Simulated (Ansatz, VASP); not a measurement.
## One calculation of CdS, two programs

```
CELL_PARAMETERS angstrom
3.42445 0.00000 0.00000
0.00000 3.42445 0.00000
0.00000 0.00000 3.42445
ATOMIC_POSITIONS crystal
Cd 0.50000 0.50000 0.50000
S 0.00000 0.00000 0.00000
```

Change from the starting cell: species swapped into the TiRh type (Pm-3m, No. 221).

Alike in both runs: functional PBE; k mesh 4 × 4 × 4; occupations gaussian, width 0.15 eV; no spin polarisation.

Ansatz relaxed the structure, and its values are those at the end. VASP's run is a single point on that final structure, the one shown.

```csv
,VASP,Ansatz
version,VASP 6.6.1,Ansatz 0.2.0
potentials or method,"VASP PAW PBE potentials, release 64 (Cd, S), cutoff 500 eV","scalar-relativistic, plane waves, PAW"
valence electrons in the cell,18,26
```

Ansatz gave:

* gap on the k mesh at the Fermi level (eV): none
* pressure (GPa): -0.7

Question: What did VASP give for the same quantities?

Answer: gap on the k mesh at the Fermi level (eV): none; pressure (GPa): -0.4.

A gap of «none» marks a metal or a gap that the smearing closes. VASP's potentials hold 18 valence electrons a cell and Ansatz's 26, so a difference there can come from the potentials and not from the codes.

The k mesh is coarse, so the values compare programs but aren't converged.
